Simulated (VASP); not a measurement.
# Si (Fd-3m) in VASP: further runs

The runs below take Si through single point, with PBE0, b88 exchange, pbe correlation.

All numbers are computed with VASP 6.6.1; they aren't measurements. Logs are shortened: lines on timing, memory, paths and dates and some standing lists are left out, and cuts for length are marked.

### Step 1. The cell of the first run

It takes space group Fd-3m (No. 227, cubic). Conventional cell: a = 5.444 Å, b = 5.444 Å, c = 5.444 Å, α = 90.00°, β = 90.00°, γ = 90.00°. Si (site symmetry -43m) has 4 Si at 2.36 Å within 3.1 Å.

### Step 2. Single point, PBE0

POSCAR

```
Si
1.0
    0.0000000000      2.7218511865      2.7218511865
    2.7218511865      0.0000000000      2.7218511865
    2.7218511865      2.7218511865      0.0000000000
Si
2
Direct
    0.5000000000      0.5000000000      0.5000000000
    0.7500000000      0.7500000000      0.7500000000
```

INCAR.step1

```
SYSTEM = Si
PREC = Accurate
ENCUT = 520
EDIFF = 1E-5
ISMEAR = -1
SIGMA = 0.05
LREAL = .FALSE.
LASPH = .TRUE.
NELM = 60
ALGO = Normal
ISIF = 2
LWAVE = .TRUE.
LCHARG = .FALSE.
GGA = PE
NBANDS = 11
```

INCAR.step2

```
SYSTEM = Si
PREC = Accurate
ENCUT = 520
EDIFF = 1E-7
ISMEAR = -1
SIGMA = 0.05
LREAL = .FALSE.
LASPH = .TRUE.
NELM = 60
ALGO = Normal
ISIF = 2
LWAVE = .FALSE.
LCHARG = .FALSE.
GGA = PE
LHFCALC = .TRUE.
AEXX = 0.25
PRECFOCK = Normal
ISTART = 1
NBANDS = 11
```

KPOINTS

```
regular mesh
0
G
  6 6 6
  0 0 0
```

Potentials or basis: VASP PAW PBE potentials, release 64 (Si).

On the command line:

```sh
$ cat potpaw_PBE.64/Si/POTCAR > POTCAR
$ cp INCAR.step1 INCAR
$ mpirun -np 1 vasp_std > vasp.out
$ cp INCAR.step2 INCAR
$ mpirun -np 1 vasp_std > vasp.out
```

OUTCAR:

```text
SYSTEM = Si
   PREC = Accurate
   ENCUT = 520
   EDIFF = 1E-7
   ISMEAR = -1
   LREAL = .FALSE.
   LASPH = .TRUE.
   NELM = 60
   ISIF = 2
   GGA = PE
   LHFCALC = .TRUE.
   AEXX = 0.25
   PRECFOCK = Normal
   ISTART = 1

 ion  position               nearest neighbor table
   1  0.500  0.500  0.500-   2 2.36   2 2.36   2 2.36   2 2.36
   2  0.750  0.750  0.750-   1 2.36   1 2.36   1 2.36   1 2.36

  LATTYP: Found a face centered cubic cell.
 ALAT       =     5.4437023730

  Lattice vectors:

 A1 = (   0.0000000000,   2.7218511865,   2.7218511865)
 A2 = (   2.7218511865,   0.0000000000,   2.7218511865)
 A3 = (   2.7218511865,   2.7218511865,   0.0000000000)

Analysis of symmetry for initial positions (statically):
=====================================================================
 Subroutine PRICEL returns:
 Original cell was already a primitive cell.

 Routine SETGRP: Setting up the symmetry group for a
 face centered cubic supercell.

 Subroutine GETGRP returns: Found 48 space group operations
 (whereof 24 operations were pure point group operations)
 out of a pool of 48 trial point group operations.

The static configuration has the point symmetry T_d .
 The point group associated with its full space group is O_h .

Analysis of symmetry for dynamics (positions and initial velocities):
=====================================================================
 Subroutine PRICEL returns:
 Original cell was already a primitive cell.

 Routine SETGRP: Setting up the symmetry group for a
 face centered cubic supercell.

 Subroutine GETGRP returns: Found 48 space group operations
 (whereof 24 operations were pure point group operations)
 out of a pool of 48 trial point group operations.

The dynamic configuration has the point symmetry T_d .
 The point group associated with its full space group is O_h .

 Subroutine INISYM returns: Found 48 space group operations
 (whereof 24 operations are pure point group operations),
 and found     1 'primitive' translations

----------------------------------------------------------------------------------------

                                     Primitive cell

  volume of cell :      40.3295

  direct lattice vectors                    reciprocal lattice vectors
     0.000000000  2.721851186  2.721851186    -0.183698507  0.183698507  0.183698507
     2.721851186  0.000000000  2.721851186     0.183698507 -0.183698507  0.183698507
     2.721851186  2.721851186  0.000000000     0.183698507  0.183698507 -0.183698507

  length of vectors
[... 91 lines left out ...]
   IMIX   =      1    mixing-type and parameters
     AMIX     =   0.40;   BMIX     =  1.00
     AMIX_MAG =   1.60;   BMIX_MAG =  1.00
  volume/ion in A,a.u.               =      20.16       136.08
  Fermi-wavevector in a.u.,A,eV,Ry     =   0.954766  1.804247 12.402783  0.911579
  Thomas-Fermi vector in A             =   2.083543
   LORBIT       =      0    0 simple, 1 ext, 2 COOP (PROOUT), +10 PAW based schemes
   GGA     = PE    functional components
   LHFCALC =     T    Hartree Fock is set to
   PRECFOCK=normal    Normal, Fast or Accurate (Low or Medium for compatibility)
   ENCUT4O =  -1.0   cutoff for four orbital integrals eV
   NKREDX  =     1    reduce k-point grid by
   NKREDY  =     1    reduce k-point grid by
   NKREDZ  =     1    reduce k-point grid by
   AEXX    =    0.2500 exact exchange contribution
   HFSCREEN=    0.0000 screening length (either q_TF or 0.3 A-1)
   HFSCREENC=   0.0000 screening length for correlation (either q_TF or 0.3 A-1)
   ENCUTFOCK=  -1.0 apply spherical cutoff to Coloumb kernel
   IVDW    =     0    specifies the selected vdW correction
   LEPSILON=     F    determine dielectric tensor
   LRPA    =     F    only Hartree local field effects (RPA)
 non-spin polarized calculation
  energy-cutoff  :      520.00
  volume of cell :       40.33
 maximum number of plane-waves:      1106
 NGX is ok and might be reduce to    30
  NGX = 24; NGY = 24; NGZ = 24

 number of electron       8.0000001 magnetization

 Free energy of the ion-electron system (eV)
  ---------------------------------------------------
  ext. energy  EPLUGINS =         0.00000000
  ---------------------------------------------------
  free energy    TOTEN  =       -13.56414769 eV

  energy without entropy =      -13.56414769  energy(sigma->0) =      -13.56414769

 E-fermi :   6.0188     XC(G=0):  -7.4329

 val. band max:        5.0592959059   @ k =   0.0000   0.0000   0.0000
 cond. band min:       7.0439354576   @ k =   0.5000   0.5000   0.0000
 fundamental gap:      1.9846395517
 Fermi energy:         6.0188101794

 k-point     1 :       0.0000    0.0000    0.0000
  band No.  band energies     occupation
      1      -8.2735      2.00000
      2       5.0593      2.00000
      3       5.0593      2.00000
      4       5.0593      2.00000
      5       9.0674      0.00000
      6       9.0674      0.00000
      7       9.0674      0.00000
      8       9.9872      0.00000
      9      14.5282      0.00000
     10      14.5697      0.00000
     11      14.5697      0.00000
[... 197 lines left out ...]
 k-point    16 :      -0.3333    0.5000    0.1667
  band No.  band energies     occupation
      1      -3.5402      2.00000
      2      -3.5402      2.00000
      3       1.0627      2.00000
      4       1.0627      2.00000
      5       9.2222      0.00000
      6       9.2222      0.00000
      7      13.5845      0.00000
      8      13.5845      0.00000
      9      17.6574      0.00000
     10      17.6574      0.00000
     11      20.0677      0.00000

------------------------ aborting loop because EDIFF is reached ----------------------------------------

  FORCE on cell =-STRESS in cart. coord.  units (eV):
  Direction    XX          YY          ZZ          XY          YZ          ZX
  --------------------------------------------------------------------------------------
  -------------------------------------------------------------------------------------
  Total       -0.1731037     -0.1731037     -0.1731037     -0.0000000      0.0000000     -0.0000000
  in kB       -6.8769192     -6.8769192     -6.8769192     -0.0000000      0.0000000     -0.0000000
  external PRESSURE =      -6.8769192 kB  Pullay stress =       0.0000000 kB

 VOLUME and BASIS-vectors are now :
 -----------------------------------------------------------------------------
  energy-cutoff  :      520.00
  volume of cell :       40.33
      direct lattice vectors                 reciprocal lattice vectors
     0.000000000  2.721851186  2.721851186    -0.183698507  0.183698507  0.183698507
     2.721851186  0.000000000  2.721851186     0.183698507 -0.183698507  0.183698507
     2.721851186  2.721851186  0.000000000     0.183698507  0.183698507 -0.183698507

 POSITION                                       TOTAL-FORCE (eV/Angst)
 -----------------------------------------------------------------------------------
      2.72185      2.72185      2.72185         0.000000      0.000000      0.000000
      4.08278      4.08278      4.08278        -0.000000     -0.000000     -0.000000
 -----------------------------------------------------------------------------------
    total drift:                                0.000000     -0.000000      0.000000

  FREE ENERGIE OF THE ION-ELECTRON SYSTEM (eV)
  ---------------------------------------------------
  free  energy   TOTEN  =       -13.5641476950 eV

  energy  without entropy=      -13.5641476947  energy(sigma->0) =      -13.56414769
```

OUTCAR.step1:

```text
SYSTEM = Si
   PREC = Accurate
   ENCUT = 520
   EDIFF = 1E-5
   ISMEAR = -1
   LREAL = .FALSE.
[... 437 lines left out ...]
      2.72185      2.72185      2.72185        -0.000000     -0.000000     -0.000000
      4.08278      4.08278      4.08278         0.000000      0.000000      0.000000
 -----------------------------------------------------------------------------------
    total drift:                                0.000000     -0.000000     -0.000000

  FREE ENERGIE OF THE ION-ELECTRON SYSTEM (eV)
  ---------------------------------------------------
  free  energy   TOTEN  =       -10.8239367313 eV

  energy  without entropy=      -10.8239050704  energy(sigma->0) =      -10.82392090
```

Run time: 17 min. Hardware: 1 thread of Intel Xeon 8259CL, shared host; peak memory 0.18 GiB.

Results:

| Quantity | Value |
| --- | --- |
| Free energy | -13.5641 eV |
| Pressure | -0.7 GPa |
| Band gap on the k mesh | 1.98 eV (least direct gap 4.01 eV) |

Caveat: the PAW data sets were made with another functional, which shifts forces and pressure a little.

### Step 3. Single point, b88 exchange, pbe correlation

This run uses another cell than the first one, of 18.95 Å³/atom.

INCAR

```
SYSTEM = Si
  ALGO = Normal
  EDIFF = 1E-6
  ENCUT = 500
  GGA = LIBXC
  GGA_COMPAT = .False.
  ISIF = 2
  ISMEAR = -1
  LASPH = .True.
  LCHARG = .False.
  LIBXC1 = GGA_X_B88
  LIBXC2 = GGA_C_PBE
  LREAL = .False.
  LWAVE = .False.
  NBANDS = 11
  NELM = 120
  PREC = Accurate
  SIGMA = 0.05
```

KPOINTS

```
k-points
0
Gamma
  8 8 8
  0 0 0
```

POSCAR

```
Si
1.0
    0.0000000000      2.6662876123      2.6662876123
    2.6662876123      0.0000000000      2.6662876123
    2.6662876123      2.6662876123      0.0000000000
Si
2
Direct
    0.5000000000      0.5000000000      0.5000000000
    0.7500000000      0.7500000000      0.7500000000
```

Potentials or basis: VASP PAW PBE potentials, release 64 (Si).

On the command line:

```sh
$ cat potpaw_PBE.64/Si/POTCAR > POTCAR
$ mpirun -np 1 vasp_std > vasp.out
```

OUTCAR:

```text
SYSTEM = Si
   EDIFF = 1E-6
   ENCUT = 500
   GGA = LIBXC
   ISIF = 2
   ISMEAR = -1
   LASPH = .True.
   LREAL = .False.
   NELM = 120
   PREC = Accurate

 ion  position               nearest neighbor table
   1  0.500  0.500  0.500-   2 2.31   2 2.31   2 2.31   2 2.31
   2  0.750  0.750  0.750-   1 2.31   1 2.31   1 2.31   1 2.31

  LATTYP: Found a face centered cubic cell.
 ALAT       =     5.3325752246

  Lattice vectors:

 A1 = (   0.0000000000,   2.6662876123,   2.6662876123)
 A2 = (   2.6662876123,   0.0000000000,   2.6662876123)
 A3 = (   2.6662876123,   2.6662876123,   0.0000000000)

Analysis of symmetry for initial positions (statically):
=====================================================================
 Subroutine PRICEL returns:
 Original cell was already a primitive cell.

 Routine SETGRP: Setting up the symmetry group for a
 face centered cubic supercell.

 Subroutine GETGRP returns: Found 48 space group operations
 (whereof 24 operations were pure point group operations)
 out of a pool of 48 trial point group operations.

The static configuration has the point symmetry T_d .
 The point group associated with its full space group is O_h .

Analysis of symmetry for dynamics (positions and initial velocities):
=====================================================================
 Subroutine PRICEL returns:
 Original cell was already a primitive cell.

 Routine SETGRP: Setting up the symmetry group for a
 face centered cubic supercell.

 Subroutine GETGRP returns: Found 48 space group operations
 (whereof 24 operations were pure point group operations)
 out of a pool of 48 trial point group operations.

The dynamic configuration has the point symmetry T_d .
 The point group associated with its full space group is O_h .

 Subroutine INISYM returns: Found 48 space group operations
 (whereof 24 operations are pure point group operations),
 and found     1 'primitive' translations

----------------------------------------------------------------------------------------

[... 114 lines left out ...]
  Fermi-wavevector in a.u.,A,eV,Ry     =   0.974663  1.841846 12.925100  0.949968
  Thomas-Fermi vector in A             =   2.105141
   LORBIT       =      0    0 simple, 1 ext, 2 COOP (PROOUT), +10 PAW based schemes
   GGA     = LIBXC    functional components
   LHFCALC =     F    Hartree Fock is set to
   AEXX    =    0.0000 exact exchange contribution
   IVDW    =     0    specifies the selected vdW correction
   LEPSILON=     F    determine dielectric tensor
   LRPA    =     F    only Hartree local field effects (RPA)
 non-spin polarized calculation
  energy-cutoff  :      500.00
  volume of cell :       37.91
 maximum number of plane-waves:       982
   NGX = 13   NGY = 13   NGZ = 13

 number of electron       8.0000000 magnetization

 Free energy of the ion-electron system (eV)
  ---------------------------------------------------
  ext. energy  EPLUGINS =         0.00000000
  ---------------------------------------------------
  free energy    TOTEN  =       -10.66269994 eV

  energy without entropy =      -10.66263756  energy(sigma->0) =      -10.66266875

 E-fermi :   6.6094     XC(G=0):  -9.6502

 val. band max:        6.3682446501   @ k =   0.0000   0.0000   0.0000
 cond. band min:       6.8952601393   @ k =   0.3750   0.3750   0.0000
 fundamental gap:      0.5270154892
 Fermi energy:         6.6093544838

 k-point     1 :       0.0000    0.0000    0.0000
  band No.  band energies     occupation
      1      -5.9644      2.00000
      2       6.3682      1.98403
      3       6.3682      1.98403
      4       6.3682      1.98403
      5       8.9679      0.00000
      6       8.9679      0.00000
      7       8.9679      0.00000
      8      10.3948      0.00000
      9      14.1295      0.00000
     10      14.1295      0.00000
     11      14.5327      0.00000
[... 309 lines left out ...]
 k-point    24 :      -0.3750    0.2500    0.1250
  band No.  band energies     occupation
      1      -2.9283      2.00000
      2      -0.6169      2.00000
      3       2.7719      2.00000
      4       4.0938      2.00000
      5       9.4621      0.00000
      6       9.5541      0.00000
      7      12.4440      0.00000
      8      13.6384      0.00000
      9      14.0088      0.00000
     10      17.1419      0.00000
     11      18.4715      0.00000

 [... further k-points ...]
[... 5 lines left out ...]
  --------------------------------------------------------------------------------------
  -------------------------------------------------------------------------------------
  Total        1.8804291      1.8804291      1.8804291     -0.0000000      0.0000000      0.0000000
  in kB       79.4724451     79.4724451     79.4724451     -0.0000000      0.0000000      0.0000000
  external PRESSURE =      79.4724451 kB  Pullay stress =       0.0000000 kB

 VOLUME and BASIS-vectors are now :
 -----------------------------------------------------------------------------
  energy-cutoff  :      500.00
  volume of cell :       37.91
      direct lattice vectors                 reciprocal lattice vectors
     0.000000000  2.666287612  2.666287612    -0.187526656  0.187526656  0.187526656
     2.666287612  0.000000000  2.666287612     0.187526656 -0.187526656  0.187526656
     2.666287612  2.666287612  0.000000000     0.187526656  0.187526656 -0.187526656

 POSITION                                       TOTAL-FORCE (eV/Angst)
 -----------------------------------------------------------------------------------
      2.66629      2.66629      2.66629         0.000000      0.000000      0.000000
      3.99943      3.99943      3.99943        -0.000000     -0.000000     -0.000000
 -----------------------------------------------------------------------------------
    total drift:                                0.000000      0.000000     -0.000000

  FREE ENERGIE OF THE ION-ELECTRON SYSTEM (eV)
  ---------------------------------------------------
  free  energy   TOTEN  =       -10.6626999434 eV

  energy  without entropy=      -10.6626375628  energy(sigma->0) =      -10.66266875
```

stdout:

```text
POSCAR found type information on POSCAR Si
 POSCAR found :  1 types and       2 ions
 scaLAPACK will be used
 -----------------------------------------------------------------------------
|                                                                             |
|                                                                             |
|     You enforced a specific xc type in the INCAR file but a different       |
|     I HOPE YOU KNOW WHAT YOU ARE DOING!                                     |
|                                                                             |
 -----------------------------------------------------------------------------

 LDA part: xc-table for (None,None), standard interpolation
 POSCAR, INCAR and KPOINTS ok, starting setup
 FFT: planning ... GRIDC
 FFT: planning ... GRID_SOFT
 FFT: planning ... GRID
 WAVECAR not read
 entering main loop
```

Wall time 15 s (1 thread of AMD EPYC 7R43 (Zen 3), shared host); peak memory 0.11 GiB.

Results:

- Free energy: -10.6627 eV
- Pressure: 7.9 GPa
- Band gap on the k mesh: 0.53 eV (least direct gap 2.60 eV)

Levels at points of the mesh, in eV from the valence-band top:
```
           k point  band 1  band 2  band 3  band 4  band 5  band 6  band 7  band 8
(0.00, 0.00, 0.00)  -12.33    0.00    0.00    0.00    2.60    2.60    2.60    4.03
(0.50, 0.00, 0.00)   -9.86   -7.23   -1.24   -1.24    1.74    3.32    3.32    7.79
(0.50, 0.50, 0.00)   -7.99   -7.99   -2.99   -2.99    0.60    0.60   10.60   10.60
```

Caveat: the cell stands under pressure; the PAW data sets were made with another functional, which shifts forces and pressure a little. A k mesh can miss the band edges.

### Step 4. Single point, b88 exchange, pbe correlation

This run uses another cell than the first one, of 19.36 Å³/atom.

INCAR

```
SYSTEM = Si
  PREC = Accurate
  ENCUT = 500
  EDIFF = 1E-6
  ISMEAR = -1
  SIGMA = 0.05
  LREAL = .False.
  LASPH = .True.
  NELM = 120
  ALGO = Normal
  ISIF = 2
  LWAVE = .False.
  LCHARG = .True.
  GGA = LIBXC
  LIBXC1 = GGA_X_B88
  LIBXC2 = GGA_C_PBE
  LELF = .True.
  LVHAR = .True.
  NBANDS = 11
  GGA_COMPAT = .False.
```

KPOINTS

```
regular mesh
0
Gamma
  8 8 8
  0 0 0
```

POSCAR

```
Si
1.0
    0.0000000000      2.6850649043      2.6850649043
    2.6850649043      0.0000000000      2.6850649043
    2.6850649043      2.6850649043      0.0000000000
Si
2
Direct
    0.5000000000      0.5000000000      0.5000000000
    0.7500000000      0.7500000000      0.7500000000
```

On the command line:

```sh
$ cat potpaw_PBE.64/Si/POTCAR > POTCAR
$ mpirun -np 1 vasp_std > vasp.out
```

Wall time 17 s (1 thread of AMD EPYC 7R43 (Zen 3), shared host); peak memory 0.12 GiB.

It converged, with:

```
Free energy            : -10.6965 eV
Pressure               : 5.5 GPa
Band gap on the k mesh : 0.56 eV (least direct gap 2.59 eV)
```

Levels at points of the mesh, in eV from the valence-band top:
| k point | band 1 | band 2 | band 3 | band 4 | band 5 | band 6 | band 7 | band 8 |
| --- | --- | --- | --- | --- | --- | --- | --- | --- |
| (0.00, 0.00, 0.00) | -12.18 | 0.00 | 0.00 | 0.00 | 2.59 | 2.59 | 2.59 | 3.78 |
| (0.50, 0.00, 0.00) | -9.76 | -7.12 | -1.22 | -1.22 | 1.67 | 3.33 | 3.33 | 7.76 |
| (0.50, 0.50, 0.00) | -7.92 | -7.92 | -2.93 | -2.93 | 0.65 | 0.65 | 10.42 | 10.42 |

Caveat: the cell stands under pressure; the PAW data sets were made with another functional, which shifts forces and pressure a little. A k mesh can miss the band edges.

### Step 5. The runs side by side

```tsv
level	cell	k mesh	cutoff (eV)	grid for exact exchange (PRECFOCK)	share of exact exchange	gap on the mesh (eV)	pressure (GPa)
PBE0	a = 3.849 Å, angles 60.0°, 2 atoms	6 × 6 × 6	520	Normal	0.25	1.98	-0.7
b88 exchange, pbe correlation	a = 3.771 Å, angles 60.0°, 2 atoms	8 × 8 × 8	500	-	-	0.53	7.9
b88 exchange, pbe correlation	a = 3.797 Å, angles 60.0°, 2 atoms	8 × 8 × 8	500	-	-	0.56	5.5
```

Alike in all rows: task single point; potentials or basis VASP PAW PBE potentials, release 64 (Si); no spin polarisation; smearing fermi-dirac 0.05 eV.

Caveats: the PAW data sets were made with another functional, which shifts forces and pressure a little; the cell stands under pressure (at least some runs).

Absolute energies hang on the potentials; compare differences alone.
